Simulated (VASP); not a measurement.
Crystal: TiO2.

```xyz
6
Lattice="2.7240 -2.7246 0.0000 2.7240 2.7246 0.0000 -2.6510 0.0000 4.8284" Properties=species:S:1:pos:R:3 pbc="T T T"
Ti    0.7357   -1.9938    3.6213
Ti    2.0612    1.9938    1.2071
O     0.7009    0.6606    0.8071
O     2.0960   -0.6606    4.0213
O     3.4215    0.6606    1.6071
O    -0.6246   -0.6606    3.2213
```

This cell differs from its parent crystal: volume scaled by 1.02.

Base run:

- Program: VASP 6.6.1
- Functional: PBEsol
- Potentials or basis: VASP PAW PBE potentials, release 64 (Ti_sv, O)
- Cutoff: 520 eV
- k mesh: 8 × 8 × 6
- Occupations: fermi-dirac, width 0.05 eV
- Spin: no spin polarisation

Its results: band gap on the k mesh 1.97 eV, indirect (least direct gap 2.31 eV); pressure -10.6 GPa; largest force 0.321 eV/Å.

The run is repeated on the same cell with these changes: functional from PBEsol to LDA; potentials or basis from VASP PAW PBE potentials, release 64 (Ti_sv, O) to VASP PAW LDA potentials, release 64 (Ti_sv, O). What comes out?

Band gap on the k mesh 1.91 eV, indirect (least direct gap 2.25 eV); pressure -15.4 GPa; largest force 0.418 eV/Å.

Caveats: the PAW data sets were made with another functional, which shifts forces and pressure a little (some runs).

A k mesh can miss the band edges.
